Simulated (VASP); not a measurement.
**Hf: single point with r2SCAN**

Crystal: Hf.

```
Hf
1.0
     3.18894    0.00000    0.00000
    -1.59447    2.76171    0.00000
     0.00000    0.00000    5.03390
Hf
2
Direct
  0.33333 0.66667 0.25000
  0.66667 0.33333 0.75000
```

```json
{
 "Program": "VASP 6.6.1",
 "Task": "single point",
 "Functional": "r2SCAN",
 "Potentials or basis": "VASP PAW PBE potentials, release 64 (Hf_pv)",
 "Cutoff": "520 eV",
 "k mesh": "18 × 18 × 10",
 "Occupations": "fermi-dirac, width 0.1 eV",
 "Spin": "no spin polarisation",
 "Dipole correction": "no",
 "Further INCAR settings": "ALGO = Normal; EDIFF = 1e-07; NBANDS = 17"
}
```

The pressure is 0.4 GPa and the band gap on the k mesh is zero (bands 10 and 11 overlap by 1.88 eV).

Stress tensor (GPa, compression positive):
```
0.46 0.00 0.00
0.00 0.46 0.00
0.00 0.00 0.31
```

Levels at points of the mesh, in eV from the Fermi level:
| k point | band 8 | band 9 | band 10 | band 11 | band 12 | band 13 |
| --- | --- | --- | --- | --- | --- | --- |
| (0.00, 0.00, 0.00) | -3.86 | 0.47 | 1.34 | 1.34 | 1.68 | 2.23 |
| (0.50, 0.00, 0.00) | -2.87 | -2.34 | -1.00 | 0.96 | 0.98 | 1.86 |
| (0.00, 0.00, 0.50) | -5.69 | 0.18 | 0.18 | 1.24 | 1.24 | 1.24 |
| (0.50, 0.00, 0.50) | -3.54 | -1.01 | -1.01 | 1.12 | 1.12 | 2.91 |

Run time: 3.2 min on 1 thread of Intel(R) Xeon(R) 6975P-C (Granite Rapids) (shared host), peak memory 0.27 GiB.

Caveat: the PAW data sets were made with another functional, which shifts forces and pressure a little; spin-orbit coupling is left out, which moves the levels of the heavy elements.
